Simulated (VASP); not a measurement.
Crystal: C.

```xyz
4
Lattice="2.4834 0.0000 0.0000 -1.2417 2.1507 0.0000 0.0000 0.0000 4.0945" Properties=species:S:1:pos:R:3 pbc="T T T"
C     0.0000    1.4338   -0.0010
C     1.2417    0.7169    2.0463
C     0.0000    1.4338    1.5323
C     1.2417    0.7169    3.5796
```

Base run:

- Program: VASP 6.6.1
- Functional: LDA
- Potentials or basis: VASP PAW LDA potentials, release 64 (C_h)
- Cutoff: 910 eV
- k mesh: 9 × 9 × 6
- Occupations: gaussian, width 0.01 eV
- Spin: no spin polarisation

Its results: band gap on the k mesh 3.00 eV, indirect (least direct gap 4.86 eV); pressure 5.6 GPa.

**Question.** The run is repeated on the same cell with these changes: potentials or basis from VASP PAW LDA potentials, release 64 (C_h) to VASP PAW LDA potentials, release 64 (C); cutoff from 910 eV to 520 eV. What comes out?

**Answer.** Band gap on the k mesh 2.99 eV, indirect (least direct gap 4.86 eV); pressure 6.6 GPa.

Caveats: the cutoff is under 1.25 times the usual one of these potentials, so pressure, stress and relaxed cells hold a basis-set (Pulay) error (some runs).

A k mesh can miss the band edges.
